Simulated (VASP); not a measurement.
Write the native input for VASP 6.6.1 that does the following.

| Item | Value |
| --- | --- |
| Task | single point |
| Functional | BLYP |
| Potentials or basis | VASP PAW PBE potentials, release 64 (Sn_d, O) |
| Cutoff | 520 eV |
| k mesh | 12 × 12 × 2 |
| Occupations | gaussian, width 0.01 eV |
| Spin | no spin polarisation |
| Dipole correction | no |
| Further INCAR settings | ALGO = Normal; EDIFF = 1e-06; NBANDS = 35 |

The structure of SnO2 lies in POSCAR:

```
SnO2
1.0
    3.2305800000      0.0000000000      0.0000000000
   -1.6152900000      2.7977600000      0.0000000000
    0.0000000000      0.0000000000     10.7905600000
Sn O
2 4
Direct
    0.0000000000      0.0000000000      0.5000000000
    0.0000000000      0.0000000000      0.0000000000
    0.6666666667      0.3333333333      0.4058600000
    0.6666666667      0.3333333333      0.0941400000
    0.3333333333      0.6666666667      0.5941400000
    0.3333333333      0.6666666667      0.9058600000
```

One way to write it, as run:

INCAR

```
PREC     = Accurate       # precision mode
ENCUT    = 520            # plane-wave cutoff, eV
EDIFF    = 1E-6           # SCF threshold, eV
ISMEAR   = 0              # smearing method
SIGMA    = 0.01           # smearing width, eV
LREAL    = False          # projectors in reciprocal space
LASPH    = True           # aspherical terms in the spheres
NELM     = 80             # most SCF steps
ALGO     = Normal         # electronic algorithm
ISIF     = 2              # what is computed and relaxed
LWAVE    = False          # write WAVECAR
LCHARG   = False          # write CHGCAR
GGA      = B5             # functional
ALDAX    = 1.0          
AGGAX    = 1.0          
AGGAC    = 1.0          
ALDAC    = 0.0          
NBANDS   = 35             # bands
```

KPOINTS

```
regular mesh
0
Gamma
  12 12 2
```

Potentials or basis: VASP PAW PBE potentials, release 64 (Sn_d, O).

Launch:

```console
$ cat potpaw_PBE.64/Sn_d/POTCAR potpaw_PBE.64/O/POTCAR > POTCAR
$ mpirun -np 1 vasp_std > vasp.out
```

Results of the run:

```json
{"Pressure": "4.0 GPa", "Largest force": "0.140 eV/Å", "Band gap on the k mesh": "2.07 eV (least direct gap 2.46 eV)"}
```

Caveat: the cell stands under pressure; the PAW data sets were made with another functional, which shifts forces and pressure a little; spin-orbit coupling is left out, which moves the levels of the heavy elements.

Wall time 120 s on 1 thread of AMD EPYC 7R13 Processor (Zen 3), on a shared host, peak memory 0.23 GiB.
